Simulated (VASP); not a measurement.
BaTiO3, 5 atoms in the cell. The structure is trigonal, space group R3m (No. 160). The conventional cell has a = 5.563 Å, b = 5.563 Å, c = 6.818 Å, α = 90.00°, β = 90.00°, γ = 120.00°. Ba (site symmetry 3m) has 12 O at 2.75 to 2.81 Å and 8 Ti at 3.37 to 3.45 Å within 3.6 Å. Within 2.5 Å of Ti (site symmetry 3m) lie 6 O at 1.92 to 2.02 Å. O (site symmetry m) has 2 Ti at 1.92 to 2.02 Å within 2.5 Å. 

| Item | Value |
| --- | --- |
| Program | VASP 6.6.1 |
| Task | single point |
| Functional | PBE |
| Potentials or basis | VASP PAW PBE potentials, release 64 (Ba_sv, Ti_sv, O_h) |
| Cutoff | 910 eV |
| k mesh | 6 × 6 × 6 |
| Occupations | gaussian, width 0.02 eV |
| Spin | no spin polarisation |
| Dipole correction | no |
| Further INCAR settings | ALGO = Normal; EDIFF = 1e-06; NBANDS = 28 |

Potentials or basis: VASP PAW PBE potentials, release 64 (Ba_sv, Ti_sv, O_h).

The run is started by

```bash
$ cat potpaw_PBE.64/Ba_sv/POTCAR potpaw_PBE.64/Ti_sv/POTCAR potpaw_PBE.64/O_h/POTCAR > POTCAR
$ mpirun -np 1 vasp_std > vasp.out
```

Hardware: 1 thread of Intel(R) Xeon(R) Platinum 8488C (Sapphire Rapids), with other jobs on the host.

Task: Estimate the wall time of this run.

Result: It took 3.1 min on 1 thread of Intel(R) Xeon(R) Platinum 8488C (Sapphire Rapids), with other jobs on the host, peak memory 0.33 GiB. Counts: scf iterations 17, k points 32.
